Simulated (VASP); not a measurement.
# CuI (Cmcm) in VASP: a series of runs

CuI is run at these levels: LDA; tasks: single point.

All numbers are computed with VASP 6.6.1; they aren't measurements. Logs are shortened: lines on timing, memory, paths and dates and some standing lists are left out, and cuts for length are marked.

## 1. The cell of the first run

It takes space group Cmcm (No. 63, orthorhombic). The conventional cell has a = 7.466 Å, b = 7.422 Å, c = 4.221 Å, α = 90.00°, β = 90.00°, γ = 90.00°. Within 3.2 Å of Cu (site symmetry m2m) lie 2 Cu at 2.42 Å and 3 I at 2.54 to 2.59 Å. I (site symmetry m2m) has 3 Cu at 2.54 to 2.59 Å within 3.4 Å.

## 2. Single point, LDA (zz strain of -2 %)

File INCAR:

```
ALGO = Normal
EDIFF = 1E-6
ENCUT = 520
ISIF = 2
ISMEAR = -1
LASPH = True
LCHARG = False
LREAL = False
LWAVE = False
NBANDS = 26
NELM = 80
PREC = Accurate
SIGMA = 0.02
```

File KPOINTS:

```
k-points
0
Gamma
  5 5 6
```

File POSCAR:

```
CuI
1.0
    3.7331675900     -3.7110863700      0.0000000000
    3.7331675900      3.7110863700      0.0000000000
    0.0000000000      0.0000000000      4.2208577166
Cu I
2 2
Direct
    0.4204388300      0.5795611700      0.7500000000
    0.5795611700      0.4204388300      0.2500000000
    0.7700426800      0.2299573200      0.7500000000
    0.2299573200      0.7700426800      0.2500000000
```

Potentials or basis: VASP PAW LDA potentials, release 64 (Cu, I).

Command:

```console
$ cat potpaw_LDA.64/Cu/POTCAR potpaw_LDA.64/I/POTCAR > POTCAR
$ mpirun -np 1 vasp_std > vasp.out
```

OUTCAR:

```text
EDIFF = 1E-6
   ENCUT = 520
   ISIF = 2
   ISMEAR = -1
   LASPH = True
   LREAL = False
   NELM = 80
   PREC = Accurate

 ion  position               nearest neighbor table
   1  0.420  0.580  0.750-   2 2.42   2 2.42   4 2.54   4 2.54   3 2.59
   2  0.580  0.420  0.250-   1 2.42   1 2.42   3 2.54   3 2.54   4 2.59
   3  0.770  0.230  0.750-   2 2.54   2 2.54   1 2.59
   4  0.230  0.770  0.250-   1 2.54   1 2.54   2 2.59

  LATTYP: Found a base centered orthorhombic cell.
 ALAT       =     7.4221727400
 B/A-ratio  =     1.0059500690
 C/A-ratio  =     0.5686822261

  Lattice vectors:

 A1 = (  -3.7331675900,  -3.7110863700,   0.0000000000)
 A2 = (   3.7331675900,  -3.7110863700,   0.0000000000)
 A3 = (   0.0000000000,   0.0000000000,   4.2208577166)

Analysis of symmetry for initial positions (statically):
=====================================================================
 Subroutine PRICEL returns:
 Original cell was already a primitive cell.

 Routine SETGRP: Setting up the symmetry group for a
 base centered orthorhombic supercell.

 Subroutine GETGRP returns: Found  8 space group operations
 (whereof  4 operations were pure point group operations)
 out of a pool of  8 trial point group operations.

The static configuration has the point symmetry C_2h.
 The point group associated with its full space group is D_2h.

Analysis of symmetry for dynamics (positions and initial velocities):
=====================================================================
 Subroutine PRICEL returns:
 Original cell was already a primitive cell.

 Routine SETGRP: Setting up the symmetry group for a
 base centered orthorhombic supercell.

 Subroutine GETGRP returns: Found  8 space group operations
 (whereof  4 operations were pure point group operations)
 out of a pool of  8 trial point group operations.

The dynamic configuration has the point symmetry C_2h.
 The point group associated with its full space group is D_2h.

 Subroutine INISYM returns: Found  8 space group operations
 (whereof  4 operations are pure point group operations),
 and found     1 'primitive' translations

----------------------------------------------------------------------------------------

                                     Primitive cell

  volume of cell :     116.9524

  direct lattice vectors                    reciprocal lattice vectors
     3.733167590 -3.711086370  0.000000000     0.133934518 -0.134731437  0.000000000
     3.733167590  3.711086370  0.000000000     0.133934518  0.134731437  0.000000000
[... 89 lines left out ...]
   EDIFF  = 0.1E-05   stopping-criterion for ELM
   LREAL  =      F    real-space projection
   EDIFFG = 0.1E-04   stopping-criterion for IOM
   NSW    =      0    number of steps for IOM
   IBRION =     -1    ionic relax: 0-MD 1-quasi-New 2-CG
   NFREE  =      0    steps in history (QN), initial steepest desc. (CG)
   ISIF   =      2    stress and relaxation
   ISYM   =      2    0-nonsym 1-usesym 2-fastsym
   POTIM  = 0.5000    time-step for ionic-motion
   TEBEG  =    0.0;   TEEND  =   0.0 temperature during run
   PSTRESS=    0.0 pullay stress
   NELECT =      36.0000    total number of electrons
   NUPDOWN=      -1.0000    fix difference up-down
   EMIN   =  10.00;   EMAX   =-10.00  energy-range for DOS
   EFERMI =   0.00;   METHOD = LEGACY
   ISMEAR =    -1;   SIGMA  =   0.02  broadening in eV -4-tet -1-fermi 0-gaus
   EFERMI_NEDOS =   21; number of points for ismear=-14 and -15
   IALGO  =     38    algorithm
   IMIX   =      4    mixing-type and parameters
     AMIX     =   0.40;   BMIX     =  1.00
     AMIX_MAG =   1.60;   BMIX_MAG =  1.00
  volume/ion in A,a.u.               =      29.24       197.31
  Fermi-wavevector in a.u.,A,eV,Ry     =   1.105366  2.088838 16.624046  1.221833
  Thomas-Fermi vector in A             =   2.241852
   LORBIT       =      0    0 simple, 1 ext, 2 COOP (PROOUT), +10 PAW based schemes
   GGA     = CA    functional components
   LHFCALC =     F    Hartree Fock is set to
   AEXX    =    0.0000 exact exchange contribution
   IVDW    =     0    specifies the selected vdW correction
   LEPSILON=     F    determine dielectric tensor
   LRPA    =     F    only Hartree local field effects (RPA)
 non-spin polarized calculation
  energy-cutoff  :      520.00
  volume of cell :      116.95
 maximum number of plane-waves:      3170
   NGX = 19   NGY = 19   NGZ = 15

 number of electron      35.9999990 magnetization

 Free energy of the ion-electron system (eV)
  ---------------------------------------------------
  ext. energy  EPLUGINS =         0.00000000
  ---------------------------------------------------
  free energy    TOTEN  =       -13.55176528 eV

  energy without entropy =      -13.55176528  energy(sigma->0) =      -13.55176528

 E-fermi :   4.3079     XC(G=0):  -9.0532

 val. band max:        3.8560079905   @ k =   0.0000   0.0000   0.0000
 cond. band min:       4.7288149781   @ k =   0.0000   0.0000   0.0000
 fundamental gap:      0.8728069875
 Fermi energy:         4.3078878675

 k-point     1 :       0.0000    0.0000    0.0000
  band No.  band energies     occupation
      1     -10.1571      2.00000
      2      -9.3814      2.00000
      3      -1.9089      2.00000
      4      -0.5845      2.00000
      5      -0.3266      2.00000
      6      -0.2424      2.00000
[... 685 lines left out ...]
     25      11.3126      0.00000
     26      11.8164      0.00000

 [... further k-points ...]

------------------------ aborting loop because EDIFF is reached ----------------------------------------

  FORCE on cell =-STRESS in cart. coord.  units (eV):
  Direction    XX          YY          ZZ          XY          YZ          ZX
  --------------------------------------------------------------------------------------
  -------------------------------------------------------------------------------------
  Total       -0.7725926     -1.8578591     -1.2869806      0.0000000      0.0000000      0.0000000
  in kB      -10.5840494    -25.4515426    -17.6308534      0.0000000      0.0000000      0.0000000
  external PRESSURE =     -17.8888152 kB  Pullay stress =       0.0000000 kB

 VOLUME and BASIS-vectors are now :
 -----------------------------------------------------------------------------
  energy-cutoff  :      520.00
  volume of cell :      116.95
      direct lattice vectors                 reciprocal lattice vectors
     3.733167590 -3.711086370  0.000000000     0.133934518 -0.134731437  0.000000000
     3.733167590  3.711086370  0.000000000     0.133934518  0.134731437  0.000000000
     0.000000000  0.000000000  4.220857717     0.000000000  0.000000000  0.236918671

 POSITION                                       TOTAL-FORCE (eV/Angst)
 -----------------------------------------------------------------------------------
      3.73317      0.59052      3.16564         0.000000      0.007147      0.000000
      3.73317     -0.59052      1.05521         0.000000     -0.007147     -0.000000
      3.73317     -2.00430      3.16564         0.000000      0.212976     -0.000000
      3.73317      2.00430      1.05521         0.000000     -0.212976     -0.000000
 -----------------------------------------------------------------------------------
    total drift:                                0.000000     -0.000000      0.000000

  FREE ENERGIE OF THE ION-ELECTRON SYSTEM (eV)
  ---------------------------------------------------
  free  energy   TOTEN  =       -13.5517652782 eV

  energy  without entropy=      -13.5517652782  energy(sigma->0) =      -13.55176528
```

stdout:

```text
POSCAR found type information on POSCAR CuI
 POSCAR found :  2 types and       4 ions
 scaLAPACK will be used
 LDA part: xc-table for (Slater(with rela. corr.)+CA(PZ))
 , standard interpolation
 POSCAR, INCAR and KPOINTS ok, starting setup
 FFT: planning ... GRIDC
 FFT: planning ... GRID_SOFT
 FFT: planning ... GRID
 WAVECAR not read
 entering main loop
```

It took 2.6 min on 1 thread of Intel Xeon Platinum 8259CL at 2.50GHz (Skylake/Cascade Lake), shared host; peak memory 0.24 GiB.

Results:

* Free energy: -13.5518 eV
* Pressure: -1.8 GPa
* Largest force: 0.213 eV/Å
* Band gap on the k mesh: 0.87 eV, direct

Forces on the atoms (eV/Å):
```
Cu   0.000  0.007  0.000
Cu   0.000 -0.007  0.000
I    0.000  0.213  0.000
I    0.000 -0.213  0.000
```

Caveat: the cell differs from its parent crystal (zz strain of -2 %); spin-orbit coupling is left out, which moves the levels of the heavy elements. A k mesh can miss the band edges.

## 3. Single point, LDA (zz strain of +1 %)

File INCAR:

```
  ALGO = Normal
  EDIFF = 1E-6
  ENCUT = 520
  GGA = CA
  ISIF = 2
  ISMEAR = -1
  LASPH = True
  LCHARG = False
  LREAL = False
  LWAVE = False
  NBANDS = 26
  NELM = 80
  PREC = Accurate
  SIGMA = 0.02
```

KPOINTS is that of step 2.

Changes to POSCAR since step 2:

```diff
@@ -4,3 +4,3 @@
     3.7331675900      3.7110863700      0.0000000000
-    0.0000000000      0.0000000000      4.2208577166
+    0.0000000000      0.0000000000      4.3500676467
 Cu I
```

Potentials or basis: VASP PAW LDA potentials, release 64 (Cu, I).

Command:

```console
$ cat potpaw_LDA.64/Cu/POTCAR potpaw_LDA.64/I/POTCAR > POTCAR
$ mpirun -np 1 vasp_std > vasp.out
```

Run time: 2.1 min. Hardware: 1 thread of Intel Xeon Platinum 8259CL at 2.50GHz (Skylake/Cascade Lake), shared host; peak memory 0.24 GiB.

The run converged. Its results:

```yaml
Free_energy: -13.4732 eV
Pressure: -3.6 GPa
Largest_force: 0.449 eV/Å
Band_gap_on_the_k_mesh: 0.90 eV, direct
```

Forces in eV/Å, atoms in the order of the input:
```
Cu   0.000 -0.047  0.000
Cu   0.000  0.047  0.000
I    0.000  0.449  0.000
I    0.000 -0.449  0.000
```

Stress tensor (GPa, compression positive):
```
-1.46  0.00  0.00
 0.00 -4.10  0.00
 0.00  0.00 -5.34
```

Levels at points of the mesh, in eV from the valence-band top:
| k point | band 15 | band 16 | band 17 | band 18 | band 19 | band 20 | band 21 | band 22 |
| --- | --- | --- | --- | --- | --- | --- | --- | --- |
| (0.00, 0.00, 0.00) | -1.76 | -1.46 | -0.87 | 0.00 | 0.90 | 1.73 | 2.31 | 4.65 |
| (0.00, 0.00, 0.50) | -1.81 | -1.81 | -1.53 | -1.53 | 3.62 | 3.62 | 3.77 | 3.77 |

Caveat: the cell differs from its parent crystal (zz strain of +1 %); spin-orbit coupling is left out, which moves the levels of the heavy elements. A k mesh can miss the band edges.
